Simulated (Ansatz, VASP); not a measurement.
Sr2MgAl3 in VASP and in Ansatz

The input INCAR:

```
SYSTEM = Sr2MgAl3
PREC = Accurate ; ENCUT = 600
EDIFF = 1E-7 ; ISMEAR = 0
SIGMA = 0.1 ; LREAL = .False.
LASPH = .True. ; NELM = 60
ALGO = Fast ; ISIF = 3
LWAVE = .False. ; LCHARG = .False.
GGA = PE ; IBRION = 2
NSW = 90 ; EDIFFG = -0.04
```

Contents of KPOINTS:

```
regular mesh
0
Gamma
  3 3 2
  0 0 0
```

POSCAR

```
Sr2MgAl3
1.0
    6.3699020700      0.0000000000      0.0000000000
   -3.1849510350      5.5164970122      0.0000000000
    0.0000000000      0.0000000000     10.1400000000
Sr Mg Al
4 2 6
Direct
    0.3333333333      0.6666666667      0.0596200000
    0.6666666667      0.3333333333      0.5596200000
    0.3333333333      0.6666666667      0.4403800000
    0.6666666667      0.3333333333      0.9403800000
    0.0000000000      0.0000000000      0.0000000000
    0.0000000000      0.0000000000      0.5000000000
    0.8336000000      0.6672000000      0.2500000000
    0.1664000000      0.8336000000      0.7500000000
    0.3328000000      0.1664000000      0.2500000000
    0.1664000000      0.3328000000      0.7500000000
    0.8336000000      0.1664000000      0.2500000000
    0.6672000000      0.8336000000      0.7500000000
```

Input for Ansatz:

```yaml
crystal:
  lattice:
    - [6.36990207, 0.0, 0.0]
    - [-3.184951035, 5.5164970122, 0.0]
    - [0.0, 0.0, 10.14]
  atoms:
    - { symbol: Sr, position: [0.3333333333, 0.6666666667, 0.05962] }
    - { symbol: Sr, position: [0.6666666667, 0.3333333333, 0.55962] }
    - { symbol: Sr, position: [0.3333333333, 0.6666666667, 0.44038] }
    - { symbol: Sr, position: [0.6666666667, 0.3333333333, 0.94038] }
    - { symbol: Mg, position: [0.0, 0.0, 0.0] }
    - { symbol: Mg, position: [0.0, 0.0, 0.5] }
    - { symbol: Al, position: [0.8336, 0.6672, 0.25] }
    - { symbol: Al, position: [0.1664, 0.8336, 0.75] }
    - { symbol: Al, position: [0.3328, 0.1664, 0.25] }
    - { symbol: Al, position: [0.1664, 0.3328, 0.75] }
    - { symbol: Al, position: [0.8336, 0.1664, 0.25] }
    - { symbol: Al, position: [0.6672, 0.8336, 0.75] }
basis:
  ecutwfc: 420
kpoints:
  mp_grid: { grid: [3, 3, 2] }
hamiltonian:
  xc: pbe
scf:
  occupations: { method: gaussian, width: 0.1 }
  lower_state_search: "off"
output:
  forces: true
  stress: true
  eigenvalues: true
relax:
  adjacent_minimum: "off"
  f_tol: 0.04
  max_steps: 70
  cell: { stress_tol: 0.4 }
```

Alike in both runs: task relaxation of cell and atoms; functional PBE; k mesh 3 × 3 × 2; occupations gaussian, width 0.1 eV; no spin polarisation.

```csv
,VASP,Ansatz
version,VASP 6.6.1,Ansatz 0.2.0
potentials or method,"VASP PAW PBE potentials, release 64 (Sr_sv, Mg, Al), cutoff 600 eV","scalar-relativistic, plane waves, PAW"
valence electrons in the cell,62,78
```

```tsv
	VASP	Ansatz	Ansatz less VASP
gap on the k mesh at the Fermi level, each at its own relaxed structure (eV)	none	none	-
relaxed volume (Å³/atom)	25.15	25.09	-0.057
relaxed length of the cell vector where the two differ most in proportion (Å)	9.581	9.569	-0.0117
```

A gap of «none» marks a metal or a gap that the smearing closes. VASP's potentials hold 62 valence electrons a cell and Ansatz's 78, so a difference there can come from the potentials and not from the codes.

The k mesh is coarse, so the values compare programs but aren't converged. Noted on VASP's run: the volume moved by over 15 % at a fixed basis, so the end points are rough.
